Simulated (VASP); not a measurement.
# Al (P6_3/mmc) in VASP: a series of runs, part 2 of 2

VASP 6.6.1. The steps go on from the part before.

## (3) Single point, PBE+D3(BJ)

This run uses another cell than the first one, of the same volume but with other edges.

INCAR reads:

```
  PREC = Accurate
  ENCUT = 520
  EDIFF = 1E-7
  ISMEAR = 0
  SIGMA = 0.15
  LREAL = False
  LASPH = True
  NELM = 80
  ALGO = Fast
  ISIF = 2
  LWAVE = False
  LCHARG = False
  GGA = PE
  IVDW = 12
  NBANDS = 14
```

KPOINTS reads:

```
regular mesh
0
Gamma
  18 18 4
```

POSCAR reads:

```
Al
1.0
    2.6568000000      0.0000000000      0.0000000000
   -1.3284000000      2.3008562928      0.0000000000
    0.0000000000      0.0000000000     10.8379000000
Al
4
Direct
    0.0000000000      0.0000000000      0.0000000000
    0.3333333333      0.6666666667      0.2500000000
    0.0000000000      0.0000000000      0.5000000000
    0.6666666667      0.3333333333      0.7500000000
```

Potentials or basis: VASP PAW PBE potentials, release 64 (Al).

On the command line:

```console
$ cat potpaw_PBE.64/Al/POTCAR > POTCAR
$ mpirun -np 1 vasp_std > vasp.out
```

OUTCAR:

```text
PREC = Accurate
   ENCUT = 520
   EDIFF = 1E-7
   ISMEAR = 0
   LREAL = False
   LASPH = True
   NELM = 80
   ISIF = 2
   GGA = PE
   IVDW = 12
 IVDW          = 12

 ion  position               nearest neighbor table
   1  0.000  0.000  0.000-   2 3.11   4 3.11   4 3.11   2 3.11   4 3.11   2 3.11
   2  0.333  0.667  0.250-   1 3.11   3 3.11   1 3.11   3 3.11   1 3.11   3 3.11
   3  0.000  0.000  0.500-   2 3.11   4 3.11   4 3.11   2 3.11   4 3.11   2 3.11
   4  0.667  0.333  0.750-   1 3.11   3 3.11   1 3.11   3 3.11   1 3.11   3 3.11

  LATTYP: Found a hexagonal cell.
 ALAT       =     2.6568000000
 C/A-ratio  =     4.0793059319

  Lattice vectors:

 A1 = (   2.6568000000,   0.0000000000,   0.0000000000)
 A2 = (  -1.3284000000,   2.3008562928,   0.0000000000)
 A3 = (   0.0000000000,   0.0000000000,  10.8379000000)

Analysis of symmetry for initial positions (statically):
=====================================================================
 Subroutine PRICEL returns:
 Original cell was already a primitive cell.

 Routine SETGRP: Setting up the symmetry group for a
 hexagonal supercell.

 Subroutine GETGRP returns: Found 24 space group operations
 (whereof 12 operations were pure point group operations)
 out of a pool of 24 trial point group operations.

The static configuration has the point symmetry D_3d.
 The point group associated with its full space group is D_6h.

Analysis of symmetry for dynamics (positions and initial velocities):
=====================================================================
 Subroutine PRICEL returns:
 Original cell was already a primitive cell.

 Routine SETGRP: Setting up the symmetry group for a
 hexagonal supercell.

 Subroutine GETGRP returns: Found 24 space group operations
 (whereof 12 operations were pure point group operations)
 out of a pool of 24 trial point group operations.

The dynamic configuration has the point symmetry D_3d.
 The point group associated with its full space group is D_6h.

 Subroutine INISYM returns: Found 24 space group operations
 (whereof 12 operations are pure point group operations),
 and found     1 'primitive' translations

----------------------------------------------------------------------------------------

                                     Primitive cell

  volume of cell :      66.2512

  direct lattice vectors                    reciprocal lattice vectors
     2.656800000  0.000000000  0.000000000     0.376392653  0.217310399  0.000000000
    -1.328400000  2.300856293  0.000000000     0.000000000  0.434620799  0.000000000
     0.000000000  0.000000000 10.837900000     0.000000000  0.000000000  0.092268797

  length of vectors
     2.656800000  2.656800000 10.837900000     0.434620799  0.434620799  0.092268797

  position of ions in fractional coordinates (direct lattice)
     0.000000000  0.000000000  0.000000000
     0.333333333  0.666666667  0.250000000
     0.000000000  0.000000000  0.500000000
     0.666666667  0.333333333  0.750000000

  ion indices of the primitive-cell ions
   primitive index   ion index
                 1           1
                 2           2
                 3           3
                 4           4

[... 58 lines left out ...]
   ions per type =               4
   NGX,Y,Z   is equivalent  to a cutoff of  12.51, 12.51, 12.89 a.u.
   NGXF,Y,Z  is equivalent  to a cutoff of  25.03, 25.03, 25.77 a.u.
 SYSTEM =  unknown system
   PREC   = accura    normal or accurate (medium, high low for compatibility)
   ISTART =      0    job   : 0-new  1-cont  2-samecut
   ICHARG =      2    charge: 1-file 2-atom 10-const
   ISPIN  =      1    spin polarized calculation?
   LNONCOLLINEAR =      F non collinear calculations
   LSORBIT =      F    spin-orbit coupling
   LASPH  =      T    aspherical Exc in radial PAW
   ENCUT  =  520.0 eV  38.22 Ry    6.18 a.u.   4.94  4.94 20.15*2*pi/ulx,y,z
   NELM   =     80;   NELMIN=  2; NELMDL= -5     # of ELM steps
   EDIFF  = 0.1E-06   stopping-criterion for ELM
   LREAL  =      F    real-space projection
   EDIFFG = 0.1E-05   stopping-criterion for IOM
   NSW    =      0    number of steps for IOM
   IBRION =     -1    ionic relax: 0-MD 1-quasi-New 2-CG
   NFREE  =      0    steps in history (QN), initial steepest desc. (CG)
   ISIF   =      2    stress and relaxation
   ISYM   =      2    0-nonsym 1-usesym 2-fastsym
   POTIM  = 0.5000    time-step for ionic-motion
   TEBEG  =    0.0;   TEEND  =   0.0 temperature during run
   PSTRESS=    0.0 pullay stress
   NELECT =      12.0000    total number of electrons
   NUPDOWN=      -1.0000    fix difference up-down
   EMIN   =  10.00;   EMAX   =-10.00  energy-range for DOS
   EFERMI =   0.00;   METHOD = LEGACY
   ISMEAR =     0;   SIGMA  =   0.15  broadening in eV -4-tet -1-fermi 0-gaus
   EFERMI_NEDOS =   21; number of points for ismear=-14 and -15
   IALGO  =     68    algorithm
   IMIX   =      4    mixing-type and parameters
     AMIX     =   0.40;   BMIX     =  1.00
     AMIX_MAG =   1.60;   BMIX_MAG =  1.00
  volume/ion in A,a.u.               =      16.56       111.77
  Fermi-wavevector in a.u.,A,eV,Ry     =   0.926270  1.750396 11.673464  0.857975
  Thomas-Fermi vector in A             =   2.052214
   LORBIT       =      0    0 simple, 1 ext, 2 COOP (PROOUT), +10 PAW based schemes
   GGA     = PE    functional components
   LHFCALC =     F    Hartree Fock is set to
   AEXX    =    0.0000 exact exchange contribution
   IVDW    =    12    specifies the selected vdW correction
   LEPSILON=     F    determine dielectric tensor
   LRPA    =     F    only Hartree local field effects (RPA)
 non-spin polarized calculation
 RMM-DIIS sequential band-by-band and
 Gauss-broadening in eV      SIGMA  =   0.15
  energy-cutoff  :      520.00
  volume of cell :       66.25
 maximum number of plane-waves:      1824
 NGX is ok and might be reduce to    20

 number of electron      12.0000000 magnetization

 Free energy of the ion-electron system (eV)
  ---------------------------------------------------
  ext. energy  EPLUGINS =         0.00000000
  ---------------------------------------------------
  free energy    TOTEN  =       -14.43891371 eV

  energy without entropy =      -14.41775685  energy(sigma->0) =      -14.42833528

 E-fermi :   7.8738     XC(G=0): -10.1494

 val. band max:        7.8607229383   @ k =   0.3333   0.1667   0.0000
 cond. band min:       7.8750310881   @ k =   0.3889   0.2222   0.2500
 fundamental gap:      0.0143081498
 Fermi energy:         7.8737925257

 k-point     1 :       0.0000    0.0000    0.0000
  band No.  band energies     occupation
      1      -3.2066      2.00000
      2      -1.9797      2.00000
      3      -1.9732      2.00000
      4       1.0209      2.00000
      5       2.5296      2.00000
      6       7.8052      1.48232
      7       7.8078      1.46619
      8      15.6157      0.00000
      9      15.8590      0.00000
     10      21.7269      0.00000
     11      21.7276      0.00000
     12      21.9221      0.00000
     13      21.9267      0.00000
     14      22.2594      0.00000
[... 377 lines left out ...]
      1       2.4231      2.00000
      2       3.5684      2.00000
      3       3.5708      2.00000
      4       5.1860      2.00000
      5       6.3204      2.00000
      6       6.6336      2.00000
      7       7.1613      2.00000
      8       8.0254      0.15301
      9       9.4105      0.00000
     10      10.9593      0.00000
     11      12.5239      0.00000
     12      12.8061      0.00000
     13      13.5444      0.00000
     14      14.2096      0.00000

 [... further k-points ...]

------------------------ aborting loop because EDIFF is reached ----------------------------------------

 Edisp (eV)   -1.34580

 E8    (eV) :    -0.6035

  FORCE on cell =-STRESS in cart. coord.  units (eV):
  Direction    XX          YY          ZZ          XY          YZ          ZX
  --------------------------------------------------------------------------------------
  -------------------------------------------------------------------------------------
  Total       3.23397     3.23397    -4.13732     0.00000     0.00000    -0.00000
  in kB      78.20832    78.20832  -100.05445     0.00000     0.00000    -0.00000
  external pressure =       18.79 kB  Pullay stress =        0.00 kB

 VOLUME and BASIS-vectors are now :
 -----------------------------------------------------------------------------
  energy-cutoff  :      520.00
  volume of cell :       66.25
      direct lattice vectors                 reciprocal lattice vectors
     2.656800000  0.000000000  0.000000000     0.376392653  0.217310399  0.000000000
    -1.328400000  2.300856293  0.000000000     0.000000000  0.434620799  0.000000000
     0.000000000  0.000000000 10.837900000     0.000000000  0.000000000  0.092268797

 POSITION                                       TOTAL-FORCE (eV/Angst)
 -----------------------------------------------------------------------------------
      0.00000      0.00000      0.00000         0.000000      0.000000     -0.000000
     -0.00000      1.53390      2.70947        -0.000000     -0.000000     -0.000000
      0.00000      0.00000      5.41895         0.000000      0.000000     -0.000000
      1.32840      0.76695      8.12843         0.000000      0.000000      0.000000
 -----------------------------------------------------------------------------------
    total drift:                               -0.000000      0.000000     -0.000000

  FREE ENERGIE OF THE ION-ELECTRON SYSTEM (eV)
  ---------------------------------------------------
  free  energy   TOTEN  =       -15.7847128943 eV

  energy  without entropy=      -15.7635560273  energy(sigma->0) =      -15.77413446
```

OSZICAR:

```text
N       E                     dE             d eps       ncg     rms          rms(c)
DAV:   1     0.687659174139E+01    0.68766E+01   -0.40976E+03  3108   0.655E+02
DAV:   2    -0.138681155632E+02   -0.20745E+02   -0.19172E+02  4042   0.892E+01
DAV:   3    -0.145580698010E+02   -0.68995E+00   -0.68056E+00  4210   0.131E+01
DAV:   4    -0.145638242383E+02   -0.57544E-02   -0.57478E-02  3676   0.148E+00
DAV:   5    -0.145638932489E+02   -0.69011E-04   -0.69010E-04  4260   0.168E-01    0.294E+00
RMM:   6    -0.144866675612E+02    0.77226E-01   -0.11214E-02  3121   0.497E-01    0.173E+00
RMM:   7    -0.144393639206E+02    0.47304E-01   -0.26015E-02  3342   0.773E-01    0.174E-01
RMM:   8    -0.144389225854E+02    0.44134E-03   -0.15758E-03  3490   0.242E-01    0.495E-02
RMM:   9    -0.144389104761E+02    0.12109E-04   -0.27818E-04  3706   0.100E-01    0.406E-02
RMM:  10    -0.144389241672E+02   -0.13691E-04   -0.45383E-05  3683   0.458E-02    0.546E-02
RMM:  11    -0.144389132957E+02    0.10872E-04   -0.25581E-05  3616   0.272E-02    0.171E-02
RMM:  12    -0.144389136743E+02   -0.37857E-06   -0.42904E-06  3804   0.127E-02    0.197E-02
RMM:  13    -0.144389137130E+02   -0.38753E-07   -0.51361E-07  3543   0.488E-03
   1 F= -.15784713E+02 E0= -.15774134E+02  d E =-.211569E-01
```

stdout:

```text
POSCAR found type information on POSCAR Al
 POSCAR found :  1 types and       4 ions
 scaLAPACK will be used
 LDA part: xc-table for (Slater+PW92), standard interpolation
 POSCAR, INCAR and KPOINTS ok, starting setup
 FFT: planning ... GRIDC
 FFT: planning ... GRID_SOFT
 FFT: planning ... GRID
 WAVECAR not read
 entering main loop
```

Run time: 65 s. Hardware: 1 thread of AMD EPYC 9R45 (Zen 5), shared host; peak memory 0.2 GiB.

What came out:

* Free energy: -15.7847 eV
* Pressure: 1.9 GPa
* Band gap on the k mesh: zero (band 6 reaches 9.97 eV, above the bottom of band 7 at 6.70 eV)
* Dispersion energy per atom: -0.336 eV

Levels at points of the mesh, in eV from the Fermi level:
```
           k point  band 4  band 5  band 6  band 7  band 8  band 9
(0.00, 0.00, 0.00)   -6.85   -5.34   -0.07   -0.07    7.74    7.99
(0.50, 0.00, 0.00)   -3.44   -2.71   -2.57   -0.26    0.22    1.14
(0.00, 0.00, 0.50)   -8.36   -3.27   -3.27    3.68    3.68   12.24
(0.50, 0.00, 0.50)   -3.91   -1.86   -1.86   -1.18   -1.18    3.09
```

Caveat: pairwise dispersion overbinds metals, which lowers pressure and volume.

## (4) Single point, PBE+D3(BJ)

This run uses another cell than the first one, of 16.67 Å³/atom, 1.005 times its volume.

INCAR reads:

```
SYSTEM = Al
  PREC = Accurate
  ENCUT = 520
  EDIFF = 1E-6
  ISMEAR = 0
  SIGMA = 0.15
  LREAL = .False.
  LASPH = .True.
  NELM = 100
  ALGO = Normal
  ISIF = 2
  LWAVE = .False.
  LCHARG = .False.
  GGA = PE
  IVDW = 12
  NBANDS = 14
```

KPOINTS reads:

```
regular mesh
0
Gamma
  18 18 4
  0 0 0
```

POSCAR reads:

```
Al
1.0
    2.6174000000      0.0000000000      0.0000000000
   -1.3087000000      2.2667348919      0.0000000000
    0.0000000000      0.0000000000     11.2371000000
Al
4
Direct
    0.0000000000      0.0000000000      0.0000000000
    0.3333333333      0.6666666667      0.2500000000
    0.0000000000      0.0000000000      0.5000000000
    0.6666666667      0.3333333333      0.7500000000
```

On the command line:

```console
$ cat potpaw_PBE.64/Al/POTCAR > POTCAR
$ mpirun -np 1 vasp_std > vasp.out
```

Wall time 53 s (1 thread of AMD EPYC 9R45 (Zen 5), shared host); peak memory 0.2 GiB.

The run converged. Its results:

- Free energy: -15.5066 eV
- Pressure: 4.2 GPa
- Band gap on the k mesh: zero (band 6 reaches 9.79 eV, above the bottom of band 7 at 6.64 eV)
- Dispersion energy per atom: -0.335 eV

Stress tensor (GPa, compression positive):
```
 11.79   0.00   0.00
  0.00  11.79   0.00
  0.00   0.00 -11.10
```

Levels at points of the mesh, in eV from the Fermi level:
```tsv
k point	band 4	band 5	band 6	band 7	band 8	band 9
(0.00, 0.00, 0.00)	-7.33	-5.38	-0.68	-0.68	6.44	7.04
(0.50, 0.00, 0.00)	-3.32	-2.54	-2.35	-0.51	-0.01	1.33
(0.00, 0.00, 0.50)	-8.55	-3.63	-3.63	2.80	2.80	10.97
(0.50, 0.00, 0.50)	-3.70	-1.83	-1.83	-1.12	-1.12	2.96
```

Caveat: pairwise dispersion overbinds metals, which lowers pressure and volume.

## (5) Single point, PBE+D3(BJ)

This run uses another cell than the first one, of 16.74 Å³/atom, 1.010 times its volume.

INCAR reads:

```
ALGO     = Normal         # electronic algorithm
EDIFF    = 1E-6           # SCF threshold, eV
ENCUT    = 520            # plane-wave cutoff, eV
GGA      = PE             # functional
ISIF     = 2              # what is computed and relaxed
ISMEAR   = 0              # smearing method
IVDW     = 12             # dispersion correction
LASPH    = True           # aspherical terms in the spheres
LCHARG   = False          # write CHGCAR
LREAL    = False          # projectors in reciprocal space
LWAVE    = False          # write WAVECAR
NBANDS   = 14             # bands
NELM     = 100            # most SCF steps
PREC     = Accurate       # precision mode
SIGMA    = 0.15           # smearing width, eV
```

KPOINTS reads:

```
k-points
0
Gamma
  18 18 4
```

POSCAR reads:

```
Al
1.0
    2.7750000000      0.0000000000      0.0000000000
   -1.3875000000      2.4032204955      0.0000000000
    0.0000000000      0.0000000000     10.0395000000
Al
4
Direct
    0.0000000000      0.0000000000      0.0000000000
    0.3333333333      0.6666666667      0.2500000000
    0.0000000000      0.0000000000      0.5000000000
    0.6666666667      0.3333333333      0.7500000000
```

On the command line:

```console
$ cat potpaw_PBE.64/Al/POTCAR > POTCAR
$ mpirun -np 1 vasp_std > vasp.out
```

Wall time 57 s (1 thread of AMD EPYC 9R45 (Zen 5), shared host); peak memory 0.21 GiB.

It converged, with:

* Free energy: -16.1773 eV
* Pressure: -3.1 GPa
* Band gap on the k mesh: zero (band 6 reaches 10.64 eV, above the bottom of band 7 at 6.60 eV)
* Dispersion energy per atom: -0.332 eV

Stress tensor (GPa, compression positive):
```
-0.79  0.00  0.00
 0.00 -0.79  0.00
 0.00  0.00 -7.58
```

Levels at points of the mesh, in eV from the Fermi level:
```tsv
k point	band 2	band 3	band 4	band 5	band 6	band 7	band 8	band 9	band 10	band 11
(0.00, 0.00, 0.00)	-9.55	-9.54	-5.53	-4.95	1.68	1.68	10.36	11.02	12.19	12.19
(0.50, 0.00, 0.00)	-4.75	-3.66	-3.66	-3.00	-2.99	0.49	0.89	0.90	1.30	6.81
(0.00, 0.00, 0.50)	-10.64	-7.75	-7.75	-2.08	-2.08	5.99	5.99	12.44	12.44	12.45
(0.50, 0.00, 0.50)	-4.46	-4.37	-4.37	-1.84	-1.84	-1.21	-1.21	3.69	3.69	4.10
```

Caveat: pairwise dispersion overbinds metals, which lowers pressure and volume.

## (6) Summary

```csv
cell,gap on the mesh (eV),pressure (GPa)
"a = 3.011, b = 3.011, c = 8.443 Å, angles 90.0, 90.0, 120.0°, 4 atoms",none,-1.1
"a = 2.657, b = 2.657, c = 10.838 Å, angles 90.0, 90.0, 120.0°, 4 atoms",none,1.9
"a = 2.617, b = 2.617, c = 11.237 Å, angles 90.0, 90.0, 120.0°, 4 atoms",none,4.2
"a = 2.775, b = 2.775, c = 10.040 Å, angles 90.0, 90.0, 120.0°, 4 atoms",none,-3.1
```

Alike in all rows: task single point; level PBE+D3(BJ); potentials or basis VASP PAW PBE potentials, release 64 (Al); no spin polarisation; k mesh 18 × 18 × 4; cutoff (eV) 520; smearing gaussian 0.15 eV.

Caveats: pairwise dispersion overbinds metals, which lowers pressure and volume.

Total energies depend on the potentials used, so only differences within one code and one set of settings carry meaning.
